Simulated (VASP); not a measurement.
Wanted: the native input for a VASP 6.6.1 run.

| Quantity | Value |
| --- | --- |
| Task | relaxation of cell and atoms |
| Functional | r2SCAN |
| Potentials or basis | VASP PAW PBE potentials, release 64 (K_sv, F) |
| Cutoff | 600 eV |
| k mesh | 12 × 12 × 12 |
| Occupations | fermi-dirac, width 0.08 eV |
| Spin | no spin polarisation |
| Dipole correction | no |
| Further INCAR settings | ALGO = Normal; EDIFF = 1e-07; IBRION = 2; EDIFFG = -0.002; NSW = 100; ISIF = 3 |

KF:

```
CELL_PARAMETERS angstrom
2.67185 2.67185 0.00000
-2.67185 2.67185 0.00000
0.00000 2.67185 2.67185
ATOMIC_POSITIONS crystal
K 0.00000 0.00000 0.00000
F 0.50000 0.50000 0.00000
```

These files were run (other wordings do the same):

POSCAR

```
KF
1.0
    2.6718500000      2.6718500000      0.0000000000
   -2.6718500000      2.6718500000      0.0000000000
    0.0000000000      2.6718500000      2.6718500000
K F
1 1
Direct
    0.0000000000      0.0000000000      0.0000000000
    0.5000000000      0.5000000000      0.0000000000
```

INCAR.step1

```
SYSTEM = KF
PREC = Accurate
ENCUT = 600
ISMEAR = -1
SIGMA = 0.08
LREAL = .FALSE.
LASPH = .TRUE.
NELM = 100
GGA = PE
ALGO = Normal
EDIFF = 1E-4
LWAVE = .TRUE.
LCHARG = .FALSE.
```

INCAR.step2

```
SYSTEM = KF
PREC = Accurate
ENCUT = 600
EDIFF = 1E-7
ISMEAR = -1
SIGMA = 0.08
LREAL = .FALSE.
LASPH = .TRUE.
NELM = 100
ALGO = Normal
ISIF = 3
LWAVE = .FALSE.
LCHARG = .FALSE.
METAGGA = R2SCAN
LMIXTAU = .TRUE.
IBRION = 2
NSW = 100
EDIFFG = -0.002
ISTART = 1
```

KPOINTS

```
Automatic mesh
0
G
  12 12 12
  0 0 0
```

Potentials or basis: VASP PAW PBE potentials, release 64 (K_sv, F).

Run with:

```console
$ cat potpaw_PBE.64/K_sv/POTCAR potpaw_PBE.64/F/POTCAR > POTCAR
$ cp INCAR.step1 INCAR
$ mpirun -np 1 vasp_std > vasp.out
$ cp INCAR.step2 INCAR
$ mpirun -np 1 vasp_std > vasp.out
```

It gave:

| Item | Value |
| --- | --- |
| Relaxed volume | 18.78 Å³/atom |
| Relaxed cell | a = 3.759 Å, b = 3.759 Å, c = 3.759 Å, α = 60.00°, β = 60.00°, γ = 90.00° |
| Space group after relaxing (to 0.1 Å) | Fm-3m (No. 225) |
| Energy gained by relaxing | 0.5 meV/atom |
| Ionic steps | 4 |
| Pressure after relaxing | 0.0 GPa |
| Band gap on the k mesh | 6.92 eV |

Caveat: the PAW data sets were made with another functional, which shifts forces and pressure a little.

Run time: 4.4 min on 1 thread of Intel(R) Xeon(R) 6975P-C (Granite Rapids) (shared host), peak memory 0.2 GiB.
